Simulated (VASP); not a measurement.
# TlCl (Pm-3m) in VASP: a series of runs

Runs on TlCl. Level: r2SCAN. Tasks: single point, relaxation of cell and atoms.

Program: VASP 6.6.1. These are calculated values, not measurements. Logs are shortened: lines on timing, memory, paths and dates and some standing lists are left out, and cuts for length are marked.

### 1 The cell of the first run

The structure is cubic, space group Pm-3m (No. 221). The conventional cell has a = 3.837 Å, b = 3.837 Å, c = 3.837 Å, α = 90.00°, β = 90.00°, γ = 90.00°. Within 4.4 Å of Tl (site symmetry m-3m) lie 8 Cl at 3.32 Å and 6 Tl at 3.84 Å. Cl (site symmetry m-3m) has 8 Tl at 3.32 Å and 6 Cl at 3.84 Å within 4.4 Å.

### 2 Single point, r2SCAN

POSCAR reads:

```
TlCl
1.0
    3.8370137833      0.0000000000      0.0000000000
    0.0000000000      3.8370137833      0.0000000000
    0.0000000000      0.0000000000      3.8370137833
Tl Cl
1 1
Direct
    0.0000000000      0.0000000000      0.0000000000
    0.5000000000      0.5000000000      0.5000000000
```

INCAR.step1 reads:

```
SYSTEM = TlCl
  PREC = Accurate
  ENCUT = 550
  ISMEAR = -1
  SIGMA = 0.1
  LREAL = .False.
  LASPH = .True.
  NELM = 120
  NBANDS = 17
  GGA = PE
  ALGO = Normal
  EDIFF = 1E-5
  LWAVE = .True.
  LCHARG = .False.
  GGA_COMPAT = .False.
```

INCAR.step2 reads:

```
SYSTEM = TlCl
  PREC = Accurate
  ENCUT = 550
  EDIFF = 1E-6
  ISMEAR = -1
  SIGMA = 0.1
  LREAL = .False.
  LASPH = .True.
  NELM = 120
  ALGO = Normal
  ISIF = 2
  LWAVE = .False.
  LCHARG = .False.
  METAGGA = R2SCAN
  LMIXTAU = .True.
  NBANDS = 17
  ISTART = 1
  GGA_COMPAT = .False.
```

KPOINTS reads:

```
Automatic mesh
0
Gamma
  10 10 10
  0 0 0
```

Potentials or basis: VASP PAW PBE potentials, release 64 (Tl_d, Cl).

Launch:

```console
> cat potpaw_PBE.64/Tl_d/POTCAR potpaw_PBE.64/Cl/POTCAR > POTCAR
> cp INCAR.step1 INCAR
> mpirun -np 1 vasp_std > vasp.out
> cp INCAR.step2 INCAR
> mpirun -np 1 vasp_std > vasp.out
```

OUTCAR:

```text
SYSTEM = TlCl
   PREC = Accurate
   ENCUT = 550
   EDIFF = 1E-6
   ISMEAR = -1
   LREAL = .False.
   LASPH = .True.
   NELM = 120
   ISIF = 2
   METAGGA = R2SCAN
   ISTART = 1

 ion  position               nearest neighbor table
   1  0.000  0.000  0.000-   2 3.32   2 3.32   2 3.32   2 3.32   2 3.32   2 3.32   2 3.32   2 3.32

   2  0.500  0.500  0.500-   1 3.32   1 3.32   1 3.32   1 3.32   1 3.32   1 3.32   1 3.32   1 3.32

  LATTYP: Found a simple cubic cell.
 ALAT       =     3.8370137833

  Lattice vectors:

 A1 = (   3.8370137833,   0.0000000000,   0.0000000000)
 A2 = (   0.0000000000,   3.8370137833,   0.0000000000)
 A3 = (   0.0000000000,   0.0000000000,   3.8370137833)

Analysis of symmetry for initial positions (statically):
=====================================================================
 Subroutine PRICEL returns:
 Original cell was already a primitive cell.

 Routine SETGRP: Setting up the symmetry group for a
 simple cubic supercell.

 Subroutine GETGRP returns: Found 48 space group operations
 (whereof 48 operations were pure point group operations)
 out of a pool of 48 trial point group operations.

The static configuration has the point symmetry O_h .

Analysis of symmetry for dynamics (positions and initial velocities):
=====================================================================
 Subroutine PRICEL returns:
 Original cell was already a primitive cell.

 Routine SETGRP: Setting up the symmetry group for a
 simple cubic supercell.

 Subroutine GETGRP returns: Found 48 space group operations
 (whereof 48 operations were pure point group operations)
 out of a pool of 48 trial point group operations.

The dynamic configuration has the point symmetry O_h .

 Subroutine INISYM returns: Found 48 space group operations
 (whereof 48 operations are pure point group operations),
 and found     1 'primitive' translations

----------------------------------------------------------------------------------------

                                     Primitive cell

  volume of cell :      56.4911

  direct lattice vectors                    reciprocal lattice vectors
     3.837013783  0.000000000  0.000000000     0.260619340  0.000000000  0.000000000
     0.000000000  3.837013783  0.000000000     0.000000000  0.260619340  0.000000000
     0.000000000  0.000000000  3.837013783     0.000000000  0.000000000  0.260619340

  length of vectors
     3.837013783  3.837013783  3.837013783     0.260619340  0.260619340  0.260619340

  position of ions in fractional coordinates (direct lattice)
     0.000000000  0.000000000  0.000000000
     0.500000000  0.500000000  0.500000000

  ion indices of the primitive-cell ions
   primitive index   ion index
                 1           1
                 2           2

----------------------------------------------------------------------------------------

 KPOINTS: Automatic mesh

Automatic generation of k-mesh.
 Grid dimensions read from file:
 generate k-points for:   10   10   10

 Generating k-lattice:

  Cartesian coordinates                     Fractional coordinates (reciprocal lattice)
     0.026061934  0.000000000  0.000000000     0.100000000  0.000000000  0.000000000
     0.000000000  0.026061934  0.000000000     0.000000000  0.100000000  0.000000000
     0.000000000  0.000000000  0.026061934     0.000000000  0.000000000  0.100000000

  Length of vectors
     0.026061934  0.026061934  0.026061934

  Shift w.r.t. Gamma in fractional coordinates (k-lattice)
     0.000000000  0.000000000  0.000000000

 Subroutine IBZKPT returns following result:
 ===========================================

 Found     56 irreducible k-points:

 Following reciprocal coordinates:
            Coordinates               Weight
  0.000000  0.000000  0.000000      1.000000
  0.100000  0.000000  0.000000      6.000000
  0.200000  0.000000  0.000000      6.000000
  0.300000  0.000000  0.000000      6.000000
  0.400000  0.000000  0.000000      6.000000
  0.500000  0.000000  0.000000      3.000000
[... 16 lines left out ...]
  0.200000  0.100000  0.100000     24.000000
  0.300000  0.100000  0.100000     24.000000
 [... further k-points ...]
   k-points           NKPTS =     56   k-points in BZ     NKDIM =     56   number of bands    NBANDS=     17
   number of dos      NEDOS =    301   number of ions     NIONS =      2
   total plane-waves  NPLWV =  27000
   dimension x,y,z NGX =    30 NGY =   30 NGZ =   30
   dimension x,y,z NGXF=    60 NGYF=   60 NGZF=   60
   ions per type =               1   1
   NGX,Y,Z   is equivalent  to a cutoff of  13.00, 13.00, 13.00 a.u.
   NGXF,Y,Z  is equivalent  to a cutoff of  26.00, 26.00, 26.00 a.u.
 SYSTEM =  TlCl
   PREC   = accura    normal or accurate (medium, high low for compatibility)
   ISTART =      1    job   : 0-new  1-cont  2-samecut
   ICHARG =      0    charge: 1-file 2-atom 10-const
   ISPIN  =      1    spin polarized calculation?
   LNONCOLLINEAR =      F non collinear calculations
   LSORBIT =      F    spin-orbit coupling
   LASPH  =      T    aspherical Exc in radial PAW
   ENCUT  =  550.0 eV  40.42 Ry    6.36 a.u.   7.34  7.34  7.34*2*pi/ulx,y,z
   NELM   =    120;   NELMIN=  2; NELMDL=  0     # of ELM steps
   EDIFF  = 0.1E-05   stopping-criterion for ELM
   LREAL  =      F    real-space projection
   EDIFFG = 0.1E-04   stopping-criterion for IOM
   NSW    =      0    number of steps for IOM
   IBRION =     -1    ionic relax: 0-MD 1-quasi-New 2-CG
   NFREE  =      0    steps in history (QN), initial steepest desc. (CG)
   ISIF   =      2    stress and relaxation
   ISYM   =      2    0-nonsym 1-usesym 2-fastsym
   POTIM  = 0.5000    time-step for ionic-motion
   TEBEG  =    0.0;   TEEND  =   0.0 temperature during run
   PSTRESS=    0.0 pullay stress
   NELECT =      20.0000    total number of electrons
   NUPDOWN=      -1.0000    fix difference up-down
   EMIN   =  10.00;   EMAX   =-10.00  energy-range for DOS
   EFERMI =   0.00;   METHOD = LEGACY
   ISMEAR =    -1;   SIGMA  =   0.10  broadening in eV -4-tet -1-fermi 0-gaus
   EFERMI_NEDOS =   21; number of points for ismear=-14 and -15
   IALGO  =     38    algorithm
   IMIX   =      4    mixing-type and parameters
     AMIX     =   0.40;   BMIX     =  1.00
     AMIX_MAG =   1.60;   BMIX_MAG =  1.00
  volume/ion in A,a.u.               =      28.25       190.61
  Fermi-wavevector in a.u.,A,eV,Ry     =   1.158132  2.188553 18.249089  1.341270
  Thomas-Fermi vector in A             =   2.294737
   LORBIT       =      0    0 simple, 1 ext, 2 COOP (PROOUT), +10 PAW based schemes
   METAGGA = R2SCAN    functional components
   LHFCALC =     F    Hartree Fock is set to
   AEXX    =    0.0000 exact exchange contribution
   IVDW    =     0    specifies the selected vdW correction
   LEPSILON=     F    determine dielectric tensor
   LRPA    =     F    only Hartree local field effects (RPA)
 non-spin polarized calculation
  energy-cutoff  :      550.00
  volume of cell :       56.49
 maximum number of plane-waves:      1683
 NGX is ok and might be reduce to    30
   NGX = 15   NGY = 15   NGZ = 15

 number of electron      20.0000005 magnetization

 Free energy of the ion-electron system (eV)
  ---------------------------------------------------
  ext. energy  EPLUGINS =         0.00000000
  ---------------------------------------------------
  free energy    TOTEN  =       -61.54970471 eV

  energy without entropy =      -61.54970459  energy(sigma->0) =      -61.54970465

 E-fermi :   3.6972     XC(G=0):  -9.6166

 val. band max:        2.3947794604   @ k =   0.5000   0.0000   0.0000
 cond. band min:       4.9073042444   @ k =   0.5000   0.0000   0.0000
 fundamental gap:      2.5125247840
 Fermi energy:         3.6971661253

 k-point     1 :       0.0000    0.0000    0.0000
  band No.  band energies     occupation
      1     -12.0027      2.00000
      2      -7.8788      2.00000
      3      -7.8788      2.00000
      4      -7.6296      2.00000
      5      -7.6296      2.00000
      6      -7.6296      2.00000
[... 9 lines left out ...]
     16      15.6699      0.00000
     17      17.3318      0.00000

 k-point     2 :       0.1000    0.0000    0.0000
  band No.  band energies     occupation
      1     -11.9804      2.00000
      2      -7.8775      2.00000
      3      -7.8618      2.00000
      4      -7.6373      2.00000
      5      -7.6373      2.00000
      6      -7.6289      2.00000
[... 9 lines left out ...]
     16      16.2455      0.00000
     17      17.2100      0.00000

 k-point     3 :       0.2000    0.0000    0.0000
  band No.  band energies     occupation
      1     -11.9208      2.00000
      2      -7.8740      2.00000
      3      -7.8180      2.00000
      4      -7.6575      2.00000
      5      -7.6575      2.00000
      6      -7.6271      2.00000
[... 9 lines left out ...]
     16      16.9362      0.00000
     17      17.1817      0.00000

 k-point     4 :       0.3000    0.0000    0.0000
  band No.  band energies     occupation
      1     -11.8444      2.00000
      2      -7.8698      2.00000
      3      -7.7655      2.00000
      4      -7.6821      2.00000
      5      -7.6821      2.00000
      6      -7.6248      2.00000
[... 9 lines left out ...]
     16      15.7580      0.00000
     17      17.3114      0.00000

 k-point     5 :       0.4000    0.0000    0.0000
  band No.  band energies     occupation
      1     -11.7804      2.00000
      2      -7.8663      2.00000
      3      -7.7247      2.00000
      4      -7.7018      2.00000
      5      -7.7018      2.00000
      6      -7.6229      2.00000
[... 9 lines left out ...]
     16      15.8963      0.00000
     17      17.3032      0.00000

 k-point     6 :       0.5000    0.0000    0.0000
  band No.  band energies     occupation
      1     -11.7554      2.00000
      2      -7.8650      2.00000
      3      -7.7096      2.00000
      4      -7.7093      2.00000
      5      -7.7093      2.00000
      6      -7.6222      2.00000
[... 9 lines left out ...]
     16      17.1232      0.00000
     17      17.3000      0.00000

 k-point     7 :       0.1000    0.1000    0.0000
  band No.  band energies     occupation
      1     -11.9591      2.00000
      2      -7.8685      2.00000
      3      -7.8523      2.00000
      4      -7.6441      2.00000
      5      -7.6379      2.00000
      6      -7.6350      2.00000
[... 9 lines left out ...]
     16      16.1474      0.00000
     17      16.6875      0.00000

 k-point     8 :       0.2000    0.1000    0.0000
  band No.  band energies     occupation
      1     -11.9022      2.00000
      2      -7.8621      2.00000
      3      -7.8107      2.00000
      4      -7.6615      2.00000
      5      -7.6565      2.00000
      6      -7.6340      2.00000
[... 9 lines left out ...]
     16      15.9710      0.00000
     17      16.3654      0.00000
[... 203 lines left out ...]
      1     -11.6684      2.00000
      2      -7.7905      2.00000
      3      -7.6842      2.00000
      4      -7.6814      2.00000
      5      -7.6639      2.00000
      6      -7.6022      2.00000
[... 9 lines left out ...]
     16      14.8425      0.00000
     17      15.4939      0.00000

 k-point    20 :       0.5000    0.4000    0.0000
  band No.  band energies     occupation
      1     -11.6563      2.00000
      2      -7.7864      2.00000
      3      -7.6890      2.00000
      4      -7.6808      2.00000
      5      -7.6587      2.00000
      6      -7.5857      2.00000
[... 9 lines left out ...]
     16      14.7482      0.00000
     17      14.9665      0.00000

 k-point    21 :       0.5000    0.5000    0.0000
  band No.  band energies     occupation
      1     -11.6457      2.00000
      2      -7.7820      2.00000
      3      -7.6869      2.00000
      4      -7.6869      2.00000
      5      -7.6520      2.00000
      6      -7.5691      2.00000
[... 9 lines left out ...]
     16      14.4907      0.00000
     17      14.5909      0.00000

 k-point    22 :       0.1000    0.1000    0.1000
  band No.  band energies     occupation
      1     -11.9386      2.00000
      2      -7.8510      2.00000
      3      -7.8510      2.00000
      4      -7.6434      2.00000
      5      -7.6431      2.00000
      6      -7.6431      2.00000
[... 9 lines left out ...]
     16      16.5310      0.00000
     17      16.6318      0.00000

 k-point    23 :       0.2000    0.1000    0.1000
  band No.  band energies     occupation
      1     -11.8841      2.00000
      2      -7.8476      2.00000
      3      -7.8059      2.00000
      4      -7.6641      2.00000
      5      -7.6570      2.00000
      6      -7.6410      2.00000
[... 9 lines left out ...]
     16      15.8514      0.00000
     17      16.6091      0.00000

 k-point    24 :       0.3000    0.1000    0.1000
  band No.  band energies     occupation
      1     -11.8146      2.00000
      2      -7.8434      2.00000
      3      -7.7517      2.00000
      4      -7.6899      2.00000
      5      -7.6730      2.00000
      6      -7.6382      2.00000
[... 9 lines left out ...]
     16      15.5068      0.00000
     17      16.3382      0.00000

 [... further k-points ...]

------------------------ aborting loop because EDIFF is reached ----------------------------------------

  FORCE on cell =-STRESS in cart. coord.  units (eV):
  Direction    XX          YY          ZZ          XY          YZ          ZX
  --------------------------------------------------------------------------------------
  -------------------------------------------------------------------------------------
  Total       -0.0088431     -0.0088431     -0.0088431      0.0000000      0.0000000      0.0000000
  in kB       -0.2508034     -0.2508034     -0.2508034      0.0000000      0.0000000      0.0000000
  external PRESSURE =      -0.2508034 kB  Pullay stress =       0.0000000 kB

 VOLUME and BASIS-vectors are now :
 -----------------------------------------------------------------------------
  energy-cutoff  :      550.00
  volume of cell :       56.49
      direct lattice vectors                 reciprocal lattice vectors
     3.837013783  0.000000000  0.000000000     0.260619340  0.000000000  0.000000000
     0.000000000  3.837013783  0.000000000     0.000000000  0.260619340  0.000000000
     0.000000000  0.000000000  3.837013783     0.000000000  0.000000000  0.260619340

 POSITION                                       TOTAL-FORCE (eV/Angst)
 -----------------------------------------------------------------------------------
      0.00000      0.00000      0.00000         0.000000      0.000000      0.000000
      1.91851      1.91851      1.91851         0.000000      0.000000      0.000000
 -----------------------------------------------------------------------------------
    total drift:                                0.000000     -0.000000     -0.000000

  FREE ENERGIE OF THE ION-ELECTRON SYSTEM (eV)
  ---------------------------------------------------
  free  energy   TOTEN  =       -61.5497047142 eV

  energy  without entropy=      -61.5497045873  energy(sigma->0) =      -61.54970465
```

It took 2.7 min on 1 thread of Intel Xeon Platinum 8488C (Sapphire Rapids), shared host; peak memory 0.2 GiB.

Results:

```yaml
Free_energy: -61.5497 eV
Pressure: 0.0 GPa
Band_gap_on_the_k_mesh: 2.51 eV
```

Caveat: the PAW data sets were made with another functional, which shifts forces and pressure a little; spin-orbit coupling is left out, which moves the levels of the heavy elements.

[end of part 1 of 2]
